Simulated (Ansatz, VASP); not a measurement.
# One calculation of GaP, two programs

File INCAR:

```
SYSTEM = GaP
ALGO = Normal ; EDIFF = 1E-6
ENCUT = 500 ; GGA = PE
GGA_COMPAT = .False. ; ISIF = 2
ISMEAR = 0 ; LASPH = .True.
LCHARG = .False. ; LREAL = .False.
LWAVE = .False. ; NBANDS = 16
NELM = 120 ; PREC = Accurate
SIGMA = 0.01
```

File KPOINTS:

```
k-points
0
Gamma
  8 8 8
  0 0 0
```

The input POSCAR:

```
GaP
1.0
    3.8540860000      0.0000000000      0.0000000000
    1.9270430000      3.3377363844      0.0000000000
    1.9270430000      1.1125787948      3.1468480416
Ga P
1 1
Direct
    0.0000000000      0.0000000000      0.0000000000
    0.2500000000      0.2500000000      0.2500000000
```

Input for Ansatz:

```yaml
crystal:
  lattice:
    - [3.854086, 0.0, 0.0]
    - [1.9270430000000005, 3.337736384369952, 0.0]
    - [1.9270430000000005, 1.1125787947899841, 3.1468480416014155]
  atoms:
    - { symbol: Ga, position: [0.0, 0.0, 0.0] }
    - { symbol: P, position: [0.24999999999999997, 0.25000000000000006, 0.25] }
basis:
  ecutwfc: 550.0
kpoints:
  mp_grid:
    grid: [8, 8, 8]
hamiltonian:
  xc: pbe
scf:
  occupations:
    method: fixed
output:
  stress: true
```

Alike in both runs: task single point; functional PBE; k mesh 8 × 8 × 8; no spin polarisation.

|  | VASP | Ansatz |
| --- | --- | --- |
| version | VASP 6.6.1 | Ansatz 0.2.0 |
| potentials or method | VASP PAW PBE potentials, release 64 (Ga_d, P), cutoff 500 eV | plane waves, PAW |
| occupations | gaussian, width 0.01 eV | fixed |
| valence electrons in the cell | 18 | 18 |

```csv
,VASP,Ansatz,Ansatz less VASP
pressure (GPa),2.4,2.5,+0.09
```
